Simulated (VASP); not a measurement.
# Li3SeF (P1) in VASP: single point with PBE

Aim: the single point of Li3SeF with PBE.

All numbers are computed with VASP 6.6.1; they aren't measurements. Logs are shortened: lines on timing, memory, paths and dates and some standing lists are left out, and cuts for length are marked.

## 1. The cell of the first run

The typed cell holds 10 atoms: a = 4.001 Å, b = 3.995 Å, c = 7.999 Å, α = 90.09°, β = 89.97°, γ = 89.93°.

## 2. Single point, PBE

INCAR reads:

```
SYSTEM = Li3SeF
PREC = Accurate ; ENCUT = 520
EDIFF = 1E-7 ; ISMEAR = 0
SIGMA = 0.1 ; LREAL = .FALSE.
LASPH = .TRUE. ; NELM = 80
ALGO = Normal ; ISIF = 2
LWAVE = .FALSE. ; LCHARG = .FALSE.
GGA = PE ; NBANDS = 33
```

KPOINTS reads:

```
Automatic mesh
0
G
  4 4 2
  0 0 0
```

POSCAR reads:

```
Li3SeF
1.0
   -4.0012592438     -0.0009629297     -0.0023205997
   -0.0023431753      0.0030030656     -3.9951831437
   -0.0019347555     -7.9988075513      0.0059976531
Li Se F
6 2 2
Direct
    0.5000849668      0.5000468638      1.0000035773
    0.5002144128      0.4999734436      0.5000039616
    0.5001802676     -0.0000742965      0.7500238125
    0.5001750464      1.0000690428      0.2500499504
    1.0000100275      0.4999492833      0.7499455157
    1.0000325572      0.5001522170      0.2499489456
   -0.0002077241      0.9999573092      0.5000036264
   -0.0002435931      0.9999653432      1.0000165981
    0.4998568367      0.4999398935      0.7499892861
    0.4998972021      0.5000209001      0.2500147264
```

Potentials or basis: VASP PAW PBE potentials, release 64 (Li_sv, Se, F).

The run is started by

```bash
cat potpaw_PBE.64/Li_sv/POTCAR potpaw_PBE.64/Se/POTCAR potpaw_PBE.64/F/POTCAR > POTCAR
mpirun -np 1 vasp_std > vasp.out
```

OUTCAR:

```text
SYSTEM = Li3SeF
   PREC = Accurate
   ENCUT = 520
   EDIFF = 1E-7
   ISMEAR = 0
   LREAL = .FALSE.
   LASPH = .TRUE.
   NELM = 80
   ISIF = 2
   GGA = PE

 ion  position               nearest neighbor table
   1  0.500  0.500  0.000-  10 2.00   9 2.00
   2  0.500  0.500  0.500-   9 2.00  10 2.00
   3  0.500  1.000  0.750-   9 2.00   9 2.00
   4  0.500  0.000  0.250-  10 2.00  10 2.00
   5  0.000  0.500  0.750-   9 2.00   9 2.00
   6  0.000  0.500  0.250-  10 2.00  10 2.00
   7  1.000  1.000  0.500-
   8  1.000  1.000  0.000-
   9  0.500  0.500  0.750-   3 2.00   3 2.00   2 2.00   1 2.00   5 2.00   5 2.00
  10  0.500  0.500  0.250-   4 2.00   4 2.00   2 2.00   1 2.00   6 2.00   6 2.00

  LATTYP: Found a triclinic cell.
 ALAT       =    13.8553881503
 B/A-ratio  =     0.6452510952
 C/A-ratio  =     1.3233205544
 COS(alpha) =     0.0000279751
 COS(beta)  =     0.6301547544
 COS(gamma) =     0.7744434134

  Lattice vectors:

 A1 = (   7.9997668925,   8.0067395419,  -7.9917227411)
 A2 = (   8.0001753123,   0.0049289250,  -3.9905419443)
 A3 = (  -4.0020760834,  16.0026583041,  -8.0046821933)

Analysis of symmetry for initial positions (statically):
=====================================================================
 Subroutine PRICEL returns:
 Original cell was already a primitive cell.

 Routine SETGRP: Setting up the symmetry group for a
 triclinic supercell.

 Subroutine GETGRP returns: Found  1 space group operations
 (whereof  1 operations were pure point group operations)
 out of a pool of  2 trial point group operations.

The static configuration has the point symmetry C_1 .

Analysis of symmetry for dynamics (positions and initial velocities):
=====================================================================
 Subroutine PRICEL returns:
 Original cell was already a primitive cell.

 Routine SETGRP: Setting up the symmetry group for a
 triclinic supercell.

 Subroutine GETGRP returns: Found  1 space group operations
 (whereof  1 operations were pure point group operations)
 out of a pool of  2 trial point group operations.

The dynamic configuration has the point symmetry C_1 .

 Subroutine INISYM returns: Found  1 space group operations
 (whereof  1 operations are pure point group operations),
 and found     1 'primitive' translations

[... 109 lines left out ...]
   IBRION =     -1    ionic relax: 0-MD 1-quasi-New 2-CG
   NFREE  =      0    steps in history (QN), initial steepest desc. (CG)
   ISIF   =      2    stress and relaxation
   ISYM   =      2    0-nonsym 1-usesym 2-fastsym
   POTIM  = 0.5000    time-step for ionic-motion
   TEBEG  =    0.0;   TEEND  =   0.0 temperature during run
   PSTRESS=    0.0 pullay stress
   NELECT =      44.0000    total number of electrons
   NUPDOWN=      -1.0000    fix difference up-down
   EMIN   =  10.00;   EMAX   =-10.00  energy-range for DOS
   EFERMI =   0.00;   METHOD = LEGACY
   ISMEAR =     0;   SIGMA  =   0.10  broadening in eV -4-tet -1-fermi 0-gaus
   EFERMI_NEDOS =   21; number of points for ismear=-14 and -15
   IALGO  =     38    algorithm
   IMIX   =      4    mixing-type and parameters
     AMIX     =   0.40;   BMIX     =  1.00
     AMIX_MAG =   1.60;   BMIX_MAG =  1.00
  volume/ion in A,a.u.               =      12.79        86.29
  Fermi-wavevector in a.u.,A,eV,Ry     =   1.147201  2.167896 17.906232  1.316071
  Thomas-Fermi vector in A             =   2.283882
   LORBIT       =      0    0 simple, 1 ext, 2 COOP (PROOUT), +10 PAW based schemes
   GGA     = PE    functional components
   LHFCALC =     F    Hartree Fock is set to
   AEXX    =    0.0000 exact exchange contribution
   IVDW    =     0    specifies the selected vdW correction
   LEPSILON=     F    determine dielectric tensor
   LRPA    =     F    only Hartree local field effects (RPA)
 non-spin polarized calculation
 Gauss-broadening in eV      SIGMA  =   0.10
  energy-cutoff  :      520.00
  volume of cell :      127.87
 maximum number of plane-waves:      3494
 NGX is ok and might be reduce to    30
   NGX = 15   NGY = 15   NGZ = 29

 number of electron      43.9999901 magnetization

 Free energy of the ion-electron system (eV)
  ---------------------------------------------------
  ext. energy  EPLUGINS =         0.00000000
  ---------------------------------------------------
  free energy    TOTEN  =       -40.95130047 eV

  energy without entropy =      -40.95130047  energy(sigma->0) =      -40.95130047

 E-fermi :   3.1915     XC(G=0):  -9.2054

 val. band max:        2.6312639837   @ k =   0.5000   0.0000   0.0000
 cond. band min:       6.3649562089   @ k =   0.0000   0.0000   0.0000
 fundamental gap:      3.7336922252
 Fermi energy:         3.1914824940

 k-point     1 :       0.0000    0.0000    0.0000
  band No.  band energies     occupation
      1     -42.8833      2.00000
      2     -42.8662      2.00000
      3     -42.8478      2.00000
      4     -42.8327      2.00000
      5     -42.8321      2.00000
      6     -42.8317      2.00000
[... 709 lines left out ...]
     32      11.7199      0.00000
     33      12.8594      0.00000

------------------------ aborting loop because EDIFF is reached ----------------------------------------

  FORCE on cell =-STRESS in cart. coord.  units (eV):
  Direction    XX          YY          ZZ          XY          YZ          ZX
  --------------------------------------------------------------------------------------
  -------------------------------------------------------------------------------------
  Total       -0.1566708     -0.1298761     -0.0687020     -0.0143213      0.0447060     -0.0347628
  in kB       -1.9630915     -1.6273525     -0.8608391     -0.1794464      0.5601680     -0.4355788
  external PRESSURE =      -1.4837610 kB  Pullay stress =       0.0000000 kB

 VOLUME and BASIS-vectors are now :
 -----------------------------------------------------------------------------
  energy-cutoff  :      520.00
  volume of cell :      127.87
      direct lattice vectors                 reciprocal lattice vectors
    -4.001259244 -0.000962930 -0.002320600    -0.249921422  0.000060561  0.000146624
    -0.002343175  0.003003066 -3.995183144     0.000145212 -0.000187716 -0.250301643
    -0.001934755 -7.998807551  0.005997653     0.000030141 -0.125018713 -0.000093991

 POSITION                                       TOTAL-FORCE (eV/Angst)
 -----------------------------------------------------------------------------------
     -2.00214      0.00099     -1.99894         0.000661      0.000064      0.000284
     -2.00363     -3.99842     -1.99565         0.001241      0.000224     -0.000051
     -2.00515     -5.99677     -3.99155         0.001163      0.000108     -0.000488
     -2.00181     -2.00058      0.00006         0.000927      0.000292      0.000354
     -0.00266     -5.99717     -1.99289         0.000143     -0.000424      0.000141
     -0.00179     -1.99779     -1.99670         0.000314     -0.000446      0.000411
     -4.00374     -3.99739     -3.99433        -0.001206     -0.000166     -0.000255
     -4.00263      0.00191     -3.99736        -0.001546      0.000497     -0.000178
     -2.00268     -5.99800     -1.99401        -0.001162     -0.000460     -0.000239
     -2.00187     -1.99880     -1.99734        -0.000535      0.000311      0.000020
 -----------------------------------------------------------------------------------
    total drift:                               -0.000038     -0.000005     -0.000008

  FREE ENERGIE OF THE ION-ELECTRON SYSTEM (eV)
  ---------------------------------------------------
  free  energy   TOTEN  =       -40.9513004711 eV

  energy  without entropy=      -40.9513004711  energy(sigma->0) =      -40.95130047
```

stdout:

```text
POSCAR found type information on POSCAR LiSeF
 POSCAR found :  3 types and      10 ions
 scaLAPACK will be used
 LDA part: xc-table for (Slater+PW92), standard interpolation
 POSCAR, INCAR and KPOINTS ok, starting setup
 FFT: planning ... GRIDC
 FFT: planning ... GRID_SOFT
 FFT: planning ... GRID
 WAVECAR not read
 entering main loop
```

Wall time 90 s (1 thread of Intel Xeon Platinum 8259CL at 2.50GHz (Skylake/Cascade Lake), shared host); peak memory 0.25 GiB.

Results:

* Free energy: -40.9513 eV
* Band gap on the k mesh: 3.73 eV

Caveat: the cutoff is under 1.25 times the usual one of these potentials, so pressure, stress and relaxed cells hold a basis-set (Pulay) error. PBE gaps usually lie below the measured ones, often by a third to a half.
